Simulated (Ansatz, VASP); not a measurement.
# Two plane-wave programs on KCl

```
K Cl
1.0
     4.45075    0.00000    0.00000
    -2.22538    3.85446    0.00000
     0.00000    0.00000    7.52019
K Cl
2 2
Cartesian
  0.0000 0.0000 0.0000
  0.0000 0.0000 3.7601
  0.0000 2.5696 1.8800
  2.2254 1.2848 5.6401
```

Change from the starting cell: epitaxial_xy strain +2.5%.

Alike in both runs: task single point; functional PBE; k mesh 12 × 12 × 4; occupations fermi-dirac, width 0.02 eV; no spin polarisation.

```csv
,VASP,Ansatz
version,VASP 6.6.1,Ansatz 0.2.0
potentials or method,"VASP PAW PBE potentials, release 64 (K_sv, Cl)","plane waves, PAW"
plane-wave cutoff (eV),520,420
valence electrons in the cell,32,32
```

|  | VASP | Ansatz | Ansatz less VASP |
| --- | --- | --- | --- |
| gap on the k mesh at the Fermi level (eV) | 5.07 | 5.07 | +0.002 |
| pressure (GPa) | 0.2 | 0.2 | -0.02 |
| traceless stress, the component that is largest in VASP (GPa) | 0.59 | 0.58 | -0.004 |
